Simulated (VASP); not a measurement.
# ZnCu (R3m) in VASP: electric field gradients with PBE

Aim: the electric field gradients of ZnCu with PBE.

Everything below comes from runs of VASP 6.6.1. Logs are shortened: lines on timing, memory, paths and dates and some standing lists are left out, and cuts for length are marked.

## 1. The cell of the first run

It takes space group R3m (No. 160, trigonal). The conventional cell has a = 4.165 Å, b = 4.165 Å, c = 5.101 Å, α = 90.00°, β = 90.00°, γ = 120.00°. Zn (site symmetry 3m) has 1 Cu at 1.63 Å within 2.2 Å. Within 2.2 Å of Cu (site symmetry 3m) lie 1 Zn at 1.63 Å.

## 2. Electric field gradients, PBE (shortest bond scaled by 0.64)

INCAR

```
SYSTEM = ZnCu
PREC     = Accurate       ! precision mode
ENCUT    = 520            ! plane-wave cutoff, eV
EDIFF    = 1E-8           ! SCF threshold, eV
ISMEAR   = -1             ! smearing method
SIGMA    = 0.05           ! smearing width, eV
LREAL    = .FALSE.        ! projectors in reciprocal space
LASPH    = .TRUE.         ! aspherical terms in the spheres
NELM     = 80             ! most SCF steps
ALGO     = Normal         ! electronic algorithm
ISIF     = 2              ! what is computed and relaxed
LWAVE    = .FALSE.        ! write WAVECAR
LCHARG   = .FALSE.        ! write CHGCAR
GGA      = PE             ! functional
LEFG     = .TRUE.       
NBANDS   = 18             ! bands
```

KPOINTS

```
regular mesh
0
G
  10 10 10
  0 0 0
```

POSCAR

```
ZnCu
1.0
    2.9450000000      0.0000000000      0.0000000000
    0.0000000000      2.9450000000      0.0000000000
    0.0000000000      0.0000000000      2.9450000000
Zn Cu
1 1
Direct
    0.4100000000      0.4100000000      0.4100000000
    0.0900000000      0.0900000000      0.0900000000
```

Potentials or basis: VASP PAW PBE potentials, release 64 (Zn, Cu).

On the command line:

```bash
$ cat potpaw_PBE.64/Zn/POTCAR potpaw_PBE.64/Cu/POTCAR > POTCAR
$ mpirun -np 1 vasp_std > vasp.out
```

OUTCAR:

```text
SYSTEM = ZnCu
   PREC = Accurate
   ENCUT = 520
   EDIFF = 1E-8
   ISMEAR = -1
   LREAL = .FALSE.
   LASPH = .TRUE.
   NELM = 80
   ISIF = 2
   GGA = PE

 ion  position               nearest neighbor table
   1  0.410  0.410  0.410-   2 1.63   2 2.41   2 2.41   2 2.41
   2  0.090  0.090  0.090-   1 1.63   1 2.41   1 2.41   1 2.41

  LATTYP: Found a simple cubic cell.
 ALAT       =     2.9450000000

  Lattice vectors:

 A1 = (   2.9450000000,   0.0000000000,   0.0000000000)
 A2 = (   0.0000000000,   2.9450000000,   0.0000000000)
 A3 = (   0.0000000000,   0.0000000000,   2.9450000000)

Analysis of symmetry for initial positions (statically):
=====================================================================
 Subroutine PRICEL returns:
 Original cell was already a primitive cell.

 Routine SETGRP: Setting up the symmetry group for a
 simple cubic supercell.

 Subroutine GETGRP returns: Found  6 space group operations
 (whereof  6 operations were pure point group operations)
 out of a pool of 48 trial point group operations.

The static configuration has the point symmetry C_3v.

Analysis of symmetry for dynamics (positions and initial velocities):
=====================================================================
 Subroutine PRICEL returns:
 Original cell was already a primitive cell.

 Routine SETGRP: Setting up the symmetry group for a
 simple cubic supercell.

 Subroutine GETGRP returns: Found  6 space group operations
 (whereof  6 operations were pure point group operations)
 out of a pool of 48 trial point group operations.

The dynamic configuration has the point symmetry C_3v.

 Subroutine INISYM returns: Found  6 space group operations
 (whereof  6 operations are pure point group operations),
 and found     1 'primitive' translations

----------------------------------------------------------------------------------------

                                     Primitive cell

  volume of cell :      25.5421

  direct lattice vectors                    reciprocal lattice vectors
     2.945000000  0.000000000  0.000000000     0.339558574  0.000000000  0.000000000
[... 121 lines left out ...]
 NGX is ok and might be reduce to    24
   NGX = 11   NGY = 11   NGZ = 11

 number of electron      22.9999995 magnetization

 Free energy of the ion-electron system (eV)
  ---------------------------------------------------
  ext. energy  EPLUGINS =         0.00000000
  ---------------------------------------------------
  free energy    TOTEN  =         0.81638233 eV

  energy without entropy =        0.81977058  energy(sigma->0) =        0.81807645

 E-fermi :   5.7228     XC(G=0): -12.1713

 val. band max:        5.7014794117   @ k =   0.4000   0.4000   0.2000
 cond. band min:       5.7305648205   @ k =  -0.3000   0.4000   0.2000
 fundamental gap:      0.0290854089
 Fermi energy:         5.7227771779

 k-point     1 :       0.0000    0.0000    0.0000
  band No.  band energies     occupation
      1      -4.6876      2.00000
      2      -3.4461      2.00000
      3      -3.4461      2.00000
      4      -3.3874      2.00000
      5      -2.1359      2.00000
      6      -2.1359      2.00000
[... 481 lines left out ...]
      5      -2.1265      2.00000
      6      -1.2096      2.00000
[... 10 lines left out ...]
     17      22.9866      0.00000
     18      24.1253      0.00000

 [... further k-points ...]

------------------------ aborting loop because EDIFF is reached ----------------------------------------

  FORCE on cell =-STRESS in cart. coord.  units (eV):
  Direction    XX          YY          ZZ          XY          YZ          ZX
  --------------------------------------------------------------------------------------
  -------------------------------------------------------------------------------------
  Total       13.7446247     13.7446247     13.7446247     11.9609567     11.9609567     11.9609567
  in kB      862.1594038    862.1594038    862.1594038    750.2752237    750.2752237    750.2752237
  external PRESSURE =     862.1594038 kB  Pullay stress =       0.0000000 kB

 VOLUME and BASIS-vectors are now :
 -----------------------------------------------------------------------------
  energy-cutoff  :      520.00
  volume of cell :       25.54
      direct lattice vectors                 reciprocal lattice vectors
     2.945000000  0.000000000  0.000000000     0.339558574  0.000000000  0.000000000
     0.000000000  2.945000000  0.000000000     0.000000000  0.339558574  0.000000000
     0.000000000  0.000000000  2.945000000     0.000000000  0.000000000  0.339558574

 POSITION                                       TOTAL-FORCE (eV/Angst)
 -----------------------------------------------------------------------------------
      1.20745      1.20745      1.20745        13.694291     13.694291     13.694291
      0.26505      0.26505      0.26505       -13.694291    -13.694291    -13.694291
 -----------------------------------------------------------------------------------
    total drift:                               -0.000980     -0.000980     -0.000989

  FREE ENERGIE OF THE ION-ELECTRON SYSTEM (eV)
  ---------------------------------------------------
  free  energy   TOTEN  =         0.8163823272 eV

  energy  without entropy=        0.8197705799  energy(sigma->0) =        0.81807645

 Electric field gradients (V/A^2)
---------------------------------------------------------------------
 ion       V_xx      V_yy      V_zz      V_xy      V_xz      V_yz
---------------------------------------------------------------------
   1      -0.000     0.000    -0.000    -8.739    -8.739    -8.739
   2      -0.000    -0.000    -0.000   -22.340   -22.340   -22.340
---------------------------------------------------------------------

 Electric field gradients after diagonalization (V/A^2)
 (convention: |V_zz| > |V_xx| > |V_yy|)
----------------------------------------------------------------------
 ion       V_xx      V_yy      V_zz     asymmetry (V_yy - V_xx)/ V_zz
----------------------------------------------------------------------
   1       8.739     8.739   -17.478       0.000
   2      22.340    22.340   -44.681       0.000
----------------------------------------------------------------------

           NMR quadrupolar parameters

 Cq : quadrupolar parameter    Cq=e*Q*V_zz/h
 eta: asymmetry parameters     (V_yy - V_xx)/ V_zz
 Q  : nuclear electric quadrupole moment in mb (millibarn)
----------------------------------------------------------------------
 ion       Cq(MHz)       eta       Q (mb)
----------------------------------------------------------------------
   1      -0.042       0.000       1.000
   2      -0.108       0.000       1.000
----------------------------------------------------------------------
```

OSZICAR:

```text
N       E                     dE             d eps       ncg     rms          rms(c)
DAV:   1     0.119176949906E+03    0.11918E+03   -0.10355E+04  4408   0.204E+03
DAV:   2     0.521250775213E+01   -0.11396E+03   -0.10959E+03  4184   0.304E+02
DAV:   3     0.171206360078E+00   -0.50413E+01   -0.50153E+01  4692   0.780E+01
DAV:   4     0.126069110426E+00   -0.45137E-01   -0.45123E-01  4658   0.676E+00
DAV:   5     0.125343205184E+00   -0.72591E-03   -0.72589E-03  4672   0.901E-01    0.130E+01
DAV:   6     0.434641883868E+00    0.30930E+00   -0.52354E+00  4458   0.777E+01    0.552E+00
DAV:   7     0.765890134383E+00    0.33125E+00   -0.16598E+00  4474   0.706E+01    0.525E+00
DAV:   8     0.813068394255E+00    0.47178E-01   -0.13200E-01  6534   0.842E+00    0.890E-01
DAV:   9     0.816208710961E+00    0.31403E-02   -0.10659E-02  5684   0.243E+00    0.135E-01
DAV:  10     0.816370835817E+00    0.16212E-03   -0.16048E-03  6188   0.463E-01    0.291E-02
DAV:  11     0.816380617683E+00    0.97819E-05   -0.86395E-05  5808   0.246E-01    0.703E-03
DAV:  12     0.816381032556E+00    0.41487E-06   -0.42153E-06  5658   0.226E-02    0.585E-03
DAV:  13     0.816382314729E+00    0.12822E-05   -0.28391E-07  5460   0.116E-02    0.507E-04
DAV:  14     0.816382330476E+00    0.15747E-07   -0.32455E-08  4004   0.225E-03    0.235E-04
DAV:  15     0.816382327203E+00   -0.32733E-08   -0.28210E-09  2320   0.108E-03
   1 F= 0.81638233E+00 E0= 0.81807645E+00  d E =-.338825E-02
```

Wall time 70 s (1 thread of Intel Xeon 8259CL, shared host); peak memory 0.18 GiB.

Results:

```yaml
Free_energy: 0.8164 eV
Pressure: 86.2 GPa
Largest_force: 23.719 eV/Å
Band_gap_on_the_k_mesh: zero (an odd number of electrons rules out a gap without spin polarisation)
Largest_electric_field_gradient_by_atom: Zn -17.5; Cu -44.7 V/Å²
```

Forces in eV/Å, atoms in the order of the input:
```
Zn   13.694  13.694  13.694
Cu  -13.694 -13.694 -13.694
```

Electric field gradients, principal values (V/Å²):
```csv
atom,least,middle,greatest (by size)
1 Zn,8.739,8.739,-17.478
2 Cu,22.340,22.340,-44.681
```

Caveat: the cell differs from its parent crystal (shortest bond scaled by 0.64); atoms lie so close that the PAW spheres overlap strongly, which falsifies energies and pressures; the cell stands under pressure; without QUAD_EFG the Cq values of the log hold for a quadrupole moment of 1 mb, not for the nuclei; forces of over 1 eV/Å act on the atoms, so gaps and moduli don't describe the material at rest.
